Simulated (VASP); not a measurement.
Au: single point with PBEsol

Crystal: Au.

```
Au
1.0
    -3.24215   -3.24215    3.24215
    -3.24215    3.24215   -3.24215
     3.24215   -3.24215   -3.24215
Au
8
Cartesian
  -1.6211 -1.6211 -1.6211
  0.0000 0.0000 -3.2421
  0.0000 -3.2421 0.0000
  1.6211 -1.6211 -1.6211
  -3.2421 0.0000 0.0000
  -1.6211 1.6211 -1.6211
  -1.6211 -1.6211 1.6211
  0.0000 0.0000 0.0000
```

This isn't the form of Au at room conditions, which is fcc.

```
Program                : VASP 6.6.1
Task                   : single point
Functional             : PBEsol
Potentials or basis    : VASP PAW PBE potentials, release 64 (Au)
Cutoff                 : 520 eV
k mesh                 : 14 × 14 × 14
Occupations            : gaussian, width 0.15 eV
Spin                   : no spin polarisation
Dipole correction      : no
Further INCAR settings : ALGO = Fast; EDIFF = 1e-06; NBANDS = 54
```

The pressure is -0.2 GPa and the band gap on the k mesh is zero (bands 44 and 45 overlap by 2.88 eV).

Levels at points of the mesh, in eV from the Fermi level:
| k point | band 41 | band 42 | band 43 | band 44 | band 45 | band 46 | band 47 | band 48 |
| --- | --- | --- | --- | --- | --- | --- | --- | --- |
| (0.00, 0.00, 0.00) | -1.33 | -0.67 | -0.67 | -0.67 | -0.67 | -0.67 | -0.67 | 3.59 |
| (0.50, 0.00, 0.00) | -1.53 | -1.53 | 0.53 | 0.53 | 0.53 | 0.53 | 3.46 | 3.46 |
| (0.50, 0.50, 0.50) | -1.92 | -1.92 | -1.92 | -1.92 | -1.92 | -1.92 | 2.87 | 2.87 |

It took 12 min on 1 thread of Intel(R) Xeon(R) Platinum 8488C (Sapphire Rapids), on a shared host, peak memory 0.61 GiB.

Caveat: the PAW data sets were made with another functional, which shifts forces and pressure a little; spin-orbit coupling is left out, which moves the levels of the heavy elements.
